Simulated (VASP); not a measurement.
Input of a VASP 6.6.1 run:

INCAR

```
PREC = Accurate ; ENCUT = 520
EDIFF = 1E-6 ; ISMEAR = 1
SIGMA = 0.11 ; LREAL = False
LASPH = True ; NELM = 100
ALGO = Normal ; ISIF = 2
LWAVE = False ; LCHARG = True
GGA = PE ; LELF = True
LVHAR = True ; NBANDS = 13
```

Contents of KPOINTS:

```
Automatic mesh
0
Gamma
  6 6 6
```

File POSCAR:

```
O
1.0
    1.4233490221      0.8217709410      3.4083000000
   -1.4233490221      0.8217709410      3.4083000000
    0.0000000000     -1.6435418821      3.4083000000
O
2
Direct
    0.0577000000      0.0577000000      0.0577000000
    0.9423000000      0.9423000000      0.9423000000
```

Potentials or basis: VASP PAW PBE potentials, release 64 (O).

Command:

```bash
$ cat potpaw_PBE.64/O/POTCAR > POTCAR
$ mpirun -np 1 vasp_std > vasp.out
```

(1) What does it give for the largest force?

(2) Predict the pressure.

(3) Predict the band gap on the k mesh.

## Answers

(1) 4.315 eV/Å.

(2) 9.3 GPa.

(3) zero (band 6 reaches 1.23 eV, above the bottom of band 7 at 0.12 eV).

Caveat: the k points lie up to 0.44 Å⁻¹ apart; the standard files for N, O and F lose accuracy on very short bonds; spin is off for a triplet molecule; forces of over 1 eV/Å act on the atoms, so gaps and moduli don't describe the material at rest.
